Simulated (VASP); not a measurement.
# Ge in VASP: a series of runs

Ge is run at these levels: PBE, r2SCAN; tasks: single point.

Everything below comes from runs of VASP 6.6.1. Logs are shortened: lines on timing, memory, paths and dates and some standing lists are left out, and cuts for length are marked.

## Step 1: The cell of the first run

It takes space group Fd-3m (No. 227, cubic). Conventional cell: a = 5.463 Å, b = 5.463 Å, c = 5.463 Å, α = 90.00°, β = 90.00°, γ = 90.00°. Within 3.1 Å of Ge (site symmetry -43m) lie 4 Ge at 2.37 Å.

## Step 2: Single point, PBE (strain -3.7%)

INCAR reads:

```
PREC = Accurate ; ENCUT = 520
EDIFF = 1E-7 ; ISMEAR = -1
SIGMA = 0.02 ; LREAL = False
LASPH = True ; NELM = 80
ALGO = Normal ; ISIF = 2
LWAVE = False ; LCHARG = False
GGA = PE ; NBANDS = 21
```

KPOINTS reads:

```
regular mesh
0
Gamma
  8 8 8
```

POSCAR reads:

```
Ge
1.0
    0.0000000000      2.7316255048      2.7316255048
    2.7316255048      0.0000000000      2.7316255048
    2.7316255048      2.7316255048      0.0000000000
Ge
2
Direct
    0.0000000000      0.0000000000      0.0000000000
    0.2500000000      0.2500000000      0.2500000000
```

Potentials or basis: VASP PAW PBE potentials, release 64 (Ge_d).

Launch:

```bash
cat potpaw_PBE.64/Ge_d/POTCAR > POTCAR
mpirun -np 1 vasp_std > vasp.out
```

OUTCAR:

```text
PREC = Accurate
   ENCUT = 520
   EDIFF = 1E-7
   ISMEAR = -1
   LREAL = False
   LASPH = True
   NELM = 80
   ISIF = 2
   GGA = PE

 ion  position               nearest neighbor table
   1  0.000  0.000  0.000-   2 2.37   2 2.37   2 2.37   2 2.37
   2  0.250  0.250  0.250-   1 2.37   1 2.37   1 2.37   1 2.37

  LATTYP: Found a face centered cubic cell.
 ALAT       =     5.4632510096

  Lattice vectors:

 A1 = (   0.0000000000,   2.7316255048,   2.7316255048)
 A2 = (   2.7316255048,   0.0000000000,   2.7316255048)
 A3 = (   2.7316255048,   2.7316255048,   0.0000000000)

Analysis of symmetry for initial positions (statically):
=====================================================================
 Subroutine PRICEL returns:
 Original cell was already a primitive cell.

 Routine SETGRP: Setting up the symmetry group for a
 face centered cubic supercell.

 Subroutine GETGRP returns: Found 48 space group operations
 (whereof 24 operations were pure point group operations)
 out of a pool of 48 trial point group operations.

The static configuration has the point symmetry T_d .
 The point group associated with its full space group is O_h .

Analysis of symmetry for dynamics (positions and initial velocities):
=====================================================================
 Subroutine PRICEL returns:
 Original cell was already a primitive cell.

 Routine SETGRP: Setting up the symmetry group for a
 face centered cubic supercell.

 Subroutine GETGRP returns: Found 48 space group operations
 (whereof 24 operations were pure point group operations)
 out of a pool of 48 trial point group operations.

The dynamic configuration has the point symmetry T_d .
 The point group associated with its full space group is O_h .

 Subroutine INISYM returns: Found 48 space group operations
 (whereof 24 operations are pure point group operations),
 and found     1 'primitive' translations

----------------------------------------------------------------------------------------

                                     Primitive cell

  volume of cell :      40.7656

  direct lattice vectors                    reciprocal lattice vectors
     0.000000000  2.731625505  2.731625505    -0.183041196  0.183041196  0.183041196
     2.731625505  0.000000000  2.731625505     0.183041196 -0.183041196  0.183041196
     2.731625505  2.731625505  0.000000000     0.183041196  0.183041196 -0.183041196

  length of vectors
     3.863101836  3.863101836  3.863101836     0.317036652  0.317036652  0.317036652

  position of ions in fractional coordinates (direct lattice)
     0.000000000  0.000000000  0.000000000
     0.250000000  0.250000000  0.250000000

  ion indices of the primitive-cell ions
   primitive index   ion index
                 1           1
                 2           2

----------------------------------------------------------------------------------------

 KPOINTS: regular mesh

Automatic generation of k-mesh.
 Grid dimensions read from file:
 generate k-points for:    8    8    8

 Generating k-lattice:

  Cartesian coordinates                     Fractional coordinates (reciprocal lattice)
    -0.022880150  0.022880150  0.022880150     0.125000000  0.000000000  0.000000000
     0.022880150 -0.022880150  0.022880150     0.000000000  0.125000000  0.000000000
     0.022880150  0.022880150 -0.022880150     0.000000000  0.000000000  0.125000000

  Length of vectors
     0.039629581  0.039629581  0.039629581

  Shift w.r.t. Gamma in fractional coordinates (k-lattice)
     0.000000000  0.000000000  0.000000000

 Subroutine IBZKPT returns following result:
 ===========================================

 Found     29 irreducible k-points:

 Following reciprocal coordinates:
            Coordinates               Weight
  0.000000  0.000000  0.000000      1.000000
  0.125000  0.000000  0.000000      8.000000
  0.250000  0.000000  0.000000      8.000000
  0.375000  0.000000  0.000000      8.000000
  0.500000  0.000000  0.000000      4.000000
  0.125000  0.125000  0.000000      6.000000
[... 16 lines left out ...]
  0.500000  0.250000  0.125000     48.000000
 -0.375000  0.250000  0.125000     24.000000
 [... further k-points ...]
   k-points           NKPTS =     29   k-points in BZ     NKDIM =     29   number of bands    NBANDS=     21
   number of dos      NEDOS =    301   number of ions     NIONS =      2
   total plane-waves  NPLWV =  27000
   dimension x,y,z NGX =    30 NGY =   30 NGZ =   30
   dimension x,y,z NGXF=    60 NGYF=   60 NGZF=   60
   ions per type =               2
   NGX,Y,Z   is equivalent  to a cutoff of  12.91, 12.91, 12.91 a.u.
   NGXF,Y,Z  is equivalent  to a cutoff of  25.82, 25.82, 25.82 a.u.
 SYSTEM =  unknown system
   PREC   = accura    normal or accurate (medium, high low for compatibility)
   ISTART =      0    job   : 0-new  1-cont  2-samecut
   ICHARG =      2    charge: 1-file 2-atom 10-const
   ISPIN  =      1    spin polarized calculation?
   LNONCOLLINEAR =      F non collinear calculations
   LSORBIT =      F    spin-orbit coupling
   LASPH  =      T    aspherical Exc in radial PAW
   ENCUT  =  520.0 eV  38.22 Ry    6.18 a.u.   7.18  7.18  7.18*2*pi/ulx,y,z
   NELM   =     80;   NELMIN=  2; NELMDL= -5     # of ELM steps
   EDIFF  = 0.1E-06   stopping-criterion for ELM
   LREAL  =      F    real-space projection
   EDIFFG = 0.1E-05   stopping-criterion for IOM
   NSW    =      0    number of steps for IOM
   IBRION =     -1    ionic relax: 0-MD 1-quasi-New 2-CG
   NFREE  =      0    steps in history (QN), initial steepest desc. (CG)
   ISIF   =      2    stress and relaxation
   ISYM   =      2    0-nonsym 1-usesym 2-fastsym
   POTIM  = 0.5000    time-step for ionic-motion
   TEBEG  =    0.0;   TEEND  =   0.0 temperature during run
   PSTRESS=    0.0 pullay stress
   NELECT =      28.0000    total number of electrons
   NUPDOWN=      -1.0000    fix difference up-down
   EMIN   =  10.00;   EMAX   =-10.00  energy-range for DOS
   EFERMI =   0.00;   METHOD = LEGACY
   ISMEAR =    -1;   SIGMA  =   0.02  broadening in eV -4-tet -1-fermi 0-gaus
   EFERMI_NEDOS =   21; number of points for ismear=-14 and -15
   IALGO  =     38    algorithm
   IMIX   =      4    mixing-type and parameters
     AMIX     =   0.40;   BMIX     =  1.00
     AMIX_MAG =   1.60;   BMIX_MAG =  1.00
  volume/ion in A,a.u.               =      20.38       137.55
  Fermi-wavevector in a.u.,A,eV,Ry     =   1.444430  2.729576 28.386877  2.086377
  Thomas-Fermi vector in A             =   2.562725
   LORBIT       =      0    0 simple, 1 ext, 2 COOP (PROOUT), +10 PAW based schemes
   GGA     = PE    functional components
   LHFCALC =     F    Hartree Fock is set to
   AEXX    =    0.0000 exact exchange contribution
   IVDW    =     0    specifies the selected vdW correction
   LEPSILON=     F    determine dielectric tensor
   LRPA    =     F    only Hartree local field effects (RPA)
 non-spin polarized calculation
  energy-cutoff  :      520.00
  volume of cell :       40.77
 maximum number of plane-waves:      1121
 NGX is ok and might be reduce to    30
   NGX = 15   NGY = 15   NGZ = 15

 number of electron      27.9999973 magnetization

 Free energy of the ion-electron system (eV)
  ---------------------------------------------------
  ext. energy  EPLUGINS =         0.00000000
  ---------------------------------------------------
  free energy    TOTEN  =        -8.76917188 eV

  energy without entropy =       -8.76917169  energy(sigma->0) =       -8.76917179

 E-fermi :   6.2857     XC(G=0): -10.4320

 val. band max:        6.0801803051   @ k =   0.0000   0.0000   0.0000
 cond. band min:       6.5052180382   @ k =   0.3750   0.3750   0.0000
 fundamental gap:      0.4250377331
 Fermi energy:         6.2857222478

 k-point     1 :       0.0000    0.0000    0.0000
  band No.  band energies     occupation
      1     -18.9179      2.00000
      2     -18.9179      2.00000
      3     -18.9179      2.00000
      4     -18.8729      2.00000
      5     -18.8729      2.00000
      6     -18.5984      2.00000
[... 13 lines left out ...]
     20      15.8460      0.00000
     21      15.8460      0.00000

 k-point     2 :       0.1250    0.0000    0.0000
  band No.  band energies     occupation
      1     -18.9288      2.00000
      2     -18.9288      2.00000
      3     -18.9148      2.00000
      4     -18.8574      2.00000
      5     -18.8574      2.00000
      6     -18.6114      2.00000
[... 13 lines left out ...]
     20      14.8186      0.00000
     21      14.8186      0.00000

 k-point     3 :       0.2500    0.0000    0.0000
  band No.  band energies     occupation
      1     -18.9418      2.00000
      2     -18.9418      2.00000
      3     -18.9071      2.00000
      4     -18.8347      2.00000
      5     -18.8347      2.00000
      6     -18.6278      2.00000
[... 13 lines left out ...]
     20      14.5728      0.00000
     21      14.5728      0.00000

 k-point     4 :       0.3750    0.0000    0.0000
  band No.  band energies     occupation
      1     -18.9478      2.00000
      2     -18.9478      2.00000
      3     -18.8994      2.00000
      4     -18.8215      2.00000
      5     -18.8215      2.00000
      6     -18.6357      2.00000
[... 13 lines left out ...]
     20      15.9239      0.00000
     21      15.9239      0.00000

 k-point     5 :       0.5000    0.0000    0.0000
  band No.  band energies     occupation
      1     -18.9491      2.00000
      2     -18.9491      2.00000
      3     -18.8961      2.00000
      4     -18.8182      2.00000
      5     -18.8182      2.00000
      6     -18.6371      2.00000
[... 13 lines left out ...]
     20      17.8650      0.00000
     21      17.8650      0.00000

 k-point     6 :       0.1250    0.1250    0.0000
  band No.  band energies     occupation
      1     -18.9292      2.00000
      2     -18.9251      2.00000
      3     -18.9251      2.00000
      4     -18.8609      2.00000
      5     -18.8408      2.00000
      6     -18.6420      2.00000
[... 13 lines left out ...]
     20      14.0800      0.00000
     21      16.1268      0.00000

 k-point     7 :       0.2500    0.1250    0.0000
  band No.  band energies     occupation
      1     -18.9462      2.00000
      2     -18.9356      2.00000
      3     -18.9149      2.00000
      4     -18.8421      2.00000
      5     -18.8143      2.00000
      6     -18.6689      2.00000
[... 13 lines left out ...]
     20      15.4391      0.00000
     21      15.8750      0.00000
[... 291 lines left out ...]
      1     -18.9842      2.00000
      2     -18.9626      2.00000
      3     -18.8512      2.00000
      4     -18.7729      2.00000
      5     -18.7348      2.00000
      6     -18.7187      2.00000
[... 13 lines left out ...]
     20      16.2050      0.00000
     21      20.7842      0.00000

 k-point    21 :       0.5000    0.5000    0.0000
  band No.  band energies     occupation
      1     -18.9606      2.00000
      2     -18.9606      2.00000
      3     -18.8552      2.00000
      4     -18.8552      2.00000
      5     -18.7188      2.00000
      6     -18.7188      2.00000
[... 13 lines left out ...]
     20      18.8005      0.00000
     21      19.5247      0.00000

 k-point    22 :       0.3750    0.2500    0.1250
  band No.  band energies     occupation
      1     -18.9559      2.00000
      2     -18.9514      2.00000
      3     -18.8974      2.00000
      4     -18.8247      2.00000
      5     -18.7861      2.00000
      6     -18.6977      2.00000
[... 13 lines left out ...]
     20      16.7571      0.00000
     21      17.0651      0.00000

 k-point    23 :       0.5000    0.2500    0.1250
  band No.  band energies     occupation
      1     -18.9706      2.00000
      2     -18.9602      2.00000
      3     -18.8693      2.00000
      4     -18.8053      2.00000
      5     -18.7696      2.00000
      6     -18.7083      2.00000
[... 13 lines left out ...]
     20      16.2836      0.00000
     21      18.1364      0.00000

 k-point    24 :      -0.3750    0.2500    0.1250
  band No.  band energies     occupation
      1     -18.9774      2.00000
      2     -18.9619      2.00000
      3     -18.8567      2.00000
      4     -18.7910      2.00000
      5     -18.7718      2.00000
      6     -18.7011      2.00000
[... 13 lines left out ...]
     20      17.3746      0.00000
     21      18.2093      0.00000

 [... further k-points ...]
[... 5 lines left out ...]
  --------------------------------------------------------------------------------------
  -------------------------------------------------------------------------------------
  Total        3.4696523      3.4696523      3.4696523     -0.0000000      0.0000000     -0.0000000
  in kB      136.3650481    136.3650481    136.3650481     -0.0000000      0.0000000     -0.0000000
  external PRESSURE =     136.3650481 kB  Pullay stress =       0.0000000 kB

 VOLUME and BASIS-vectors are now :
 -----------------------------------------------------------------------------
  energy-cutoff  :      520.00
  volume of cell :       40.77
      direct lattice vectors                 reciprocal lattice vectors
     0.000000000  2.731625505  2.731625505    -0.183041196  0.183041196  0.183041196
     2.731625505  0.000000000  2.731625505     0.183041196 -0.183041196  0.183041196
     2.731625505  2.731625505  0.000000000     0.183041196  0.183041196 -0.183041196

 POSITION                                       TOTAL-FORCE (eV/Angst)
 -----------------------------------------------------------------------------------
      0.00000      0.00000      0.00000        -0.000000     -0.000000     -0.000000
      1.36581      1.36581      1.36581         0.000000      0.000000      0.000000
 -----------------------------------------------------------------------------------
    total drift:                                0.000000      0.000000      0.000000

  FREE ENERGIE OF THE ION-ELECTRON SYSTEM (eV)
  ---------------------------------------------------
  free  energy   TOTEN  =        -8.7691718798 eV

  energy  without entropy=       -8.7691716921  energy(sigma->0) =       -8.76917179
```

Wall time 16 s (1 thread of Intel Xeon Platinum 8375C at 2.90GHz (Ice Lake), shared host); peak memory 0.17 GiB.

What came out:

| Property | Result |
| --- | --- |
| Free energy | -8.7692 eV |
| Pressure | 13.6 GPa |
| Band gap on the k mesh | 0.42 eV, indirect (least direct gap 1.03 eV) |

Levels at points of the mesh, in eV from the valence-band top:
| k point | band 11 | band 12 | band 13 | band 14 | band 15 | band 16 | band 17 | band 18 |
| --- | --- | --- | --- | --- | --- | --- | --- | --- |
| (0.00, 0.00, 0.00) | -13.62 | 0.00 | 0.00 | 0.00 | 1.03 | 2.59 | 2.59 | 2.59 |
| (0.50, 0.00, 0.00) | -11.26 | -8.14 | -1.58 | -1.58 | 0.53 | 3.79 | 3.79 | 7.15 |
| (0.50, 0.50, 0.00) | -9.32 | -9.32 | -3.47 | -3.47 | 0.60 | 0.60 | 10.41 | 10.41 |

Caveat: the cell differs from its parent crystal (strain -3.7%).

## Step 3: Single point, r2SCAN (strain -3.7%)

POSCAR is that of step 2.

INCAR.step1 reads:

```
PREC = Accurate
ENCUT = 520
ISMEAR = 0
SIGMA = 0.01
LREAL = F
LASPH = T
NELM = 60
NBANDS = 21
GGA = PE
ALGO = Normal
EDIFF = 1E-4
LWAVE = T
LCHARG = F
```

INCAR.step2 reads:

```
PREC = Accurate
ENCUT = 520
EDIFF = 1E-6
ISMEAR = 0
SIGMA = 0.01
LREAL = F
LASPH = T
NELM = 60
ALGO = Normal
ISIF = 2
LWAVE = F
LCHARG = F
METAGGA = R2SCAN
LMIXTAU = T
NBANDS = 21
ISTART = 1
```

KPOINTS reads:

```
Automatic mesh
0
Gamma
  8 8 8
```

Potentials or basis: VASP PAW PBE potentials, release 64 (Ge_d).

Launch:

```bash
cat potpaw_PBE.64/Ge_d/POTCAR > POTCAR
cp INCAR.step1 INCAR
mpirun -np 1 vasp_std > vasp.out
cp INCAR.step2 INCAR
mpirun -np 1 vasp_std > vasp.out
```

It took 66 s on 1 thread of Intel Xeon Platinum 8375C at 2.90GHz (Ice Lake), shared host; peak memory 0.17 GiB.

It converged, with:

```yaml
Free_energy: -27.5860 eV
Pressure: 10.7 GPa
Band_gap_on_the_k_mesh: 0.63 eV, indirect (least direct gap 1.45 eV)
```

Levels at points of the mesh, in eV from the valence-band top:
| k point | band 11 | band 12 | band 13 | band 14 | band 15 | band 16 | band 17 | band 18 |
| --- | --- | --- | --- | --- | --- | --- | --- | --- |
| (0.00, 0.00, 0.00) | -14.19 | 0.00 | 0.00 | 0.00 | 1.45 | 2.74 | 2.74 | 2.74 |
| (0.50, 0.00, 0.00) | -11.71 | -8.44 | -1.67 | -1.67 | 0.81 | 4.03 | 4.03 | 7.71 |
| (0.50, 0.50, 0.00) | -9.67 | -9.67 | -3.64 | -3.64 | 0.82 | 0.82 | 11.04 | 11.04 |

Caveat: the cell differs from its parent crystal (strain -3.7%); the PAW data sets were made with another functional, which shifts forces and pressure a little.

## Step 4: Single point, r2SCAN (shear xy strain +0.4%)

POSCAR reads:

```
Ge
1.0
    0.0051063723      2.8368735121      2.8368735121
    2.8368735121      0.0051063723      2.8368735121
    2.8419798844      2.8419798844      0.0000000000
Ge
2
Direct
    0.0002226909      0.0002226909     -0.0002226909
    0.2497773091      0.2497773091      0.2502226909
```

INCAR.step1 reads:

```
ALGO     = Normal         # electronic algorithm
EDIFF    = 1E-4           # SCF threshold, eV
ENCUT    = 520            # plane-wave cutoff, eV
GGA      = PE             # functional
ISMEAR   = -1             # smearing method
LASPH    = T              # aspherical terms in the spheres
LCHARG   = F              # write CHGCAR
LREAL    = F              # projectors in reciprocal space
LWAVE    = T              # write WAVECAR
NBANDS   = 21             # bands
NELM     = 60             # most SCF steps
PREC     = Accurate       # precision mode
SIGMA    = 0.02           # smearing width, eV
```

INCAR.step2 reads:

```
ALGO     = Normal         # electronic algorithm
EDIFF    = 1E-6           # SCF threshold, eV
ENCUT    = 520            # plane-wave cutoff, eV
ISIF     = 2              # what is computed and relaxed
ISMEAR   = -1             # smearing method
ISTART   = 1            
LASPH    = T              # aspherical terms in the spheres
LCHARG   = F              # write CHGCAR
LMIXTAU  = T            
LREAL    = F              # projectors in reciprocal space
LWAVE    = F              # write WAVECAR
METAGGA  = R2SCAN         # meta-GGA
NBANDS   = 21             # bands
NELM     = 60             # most SCF steps
PREC     = Accurate       # precision mode
SIGMA    = 0.02           # smearing width, eV
```

KPOINTS reads:

```
k-points
0
Gamma
  8 8 8
```

Launch:

```bash
cat potpaw_PBE.64/Ge_d/POTCAR > POTCAR
cp INCAR.step1 INCAR
mpirun -np 1 vasp_std > vasp.out
cp INCAR.step2 INCAR
mpirun -np 1 vasp_std > vasp.out
```

Run time: 4.9 min. Hardware: 1 thread of Intel Xeon Platinum 8375C at 2.90GHz (Ice Lake), shared host; peak memory 0.21 GiB.

It converged, with:

```
Free energy            : -27.7358 eV
Pressure               : 0.0 GPa
Band gap on the k mesh : 0.31 eV, direct
```

Stress tensor (GPa, compression positive):
```
 0.04 -0.24  0.00
-0.24  0.04  0.00
 0.00  0.00  0.04
```

Levels at points of the mesh, in eV from the valence-band top:
```
           k point  band 10  band 11  band 12  band 13  band 14  band 15  band 16  band 17  band 18  band 19
(0.00, 0.00, 0.00)   -25.23   -13.25    -0.03    -0.02     0.00     0.31     2.68     2.70     2.71     7.02
(0.50, 0.00, 0.00)   -25.20   -11.07    -7.84    -1.50    -1.49     0.38     3.96     3.98     7.62    11.14
(0.50, 0.50, 0.00)   -25.19    -9.21    -9.19    -3.23    -3.19     0.94     1.00    10.01    10.03    12.24
(0.00, 0.00, 0.50)   -25.20   -11.09    -7.84    -1.48    -1.47     0.42     3.98     3.99     7.64    11.12
(0.50, 0.00, 0.50)   -25.19    -9.20    -9.20    -3.21    -3.21     0.97     0.97    10.02    10.02    12.24
```

Caveat: the cell differs from its parent crystal (shear xy strain +0.4%); the PAW data sets were made with another functional, which shifts forces and pressure a little. A k mesh can miss the band edges.

## Step 5: The runs side by side

| level | cell | smearing | gap on the mesh (eV) | pressure (GPa) |
| --- | --- | --- | --- | --- |
| PBE | a = 3.863 Å, angles 60.0°, 2 atoms | fermi-dirac 0.02 eV | 0.42 | 13.6 |
| r2SCAN | a = 3.863 Å, angles 60.0°, 2 atoms | gaussian 0.01 eV | 0.63 | 10.7 |
| r2SCAN | a = 4.012, b = 4.012, c = 4.019 Å, angles 59.9, 59.9, 59.9°, 2 atoms | fermi-dirac 0.02 eV | 0.31 | 0.0 |

Alike in all rows: task single point; potentials or basis VASP PAW PBE potentials, release 64 (Ge_d); no spin polarisation; k mesh 8 × 8 × 8; cutoff (eV) 520.

Caveats: the PAW data sets were made with another functional, which shifts forces and pressure a little (some runs).

Absolute energies hang on the potentials; compare differences alone.
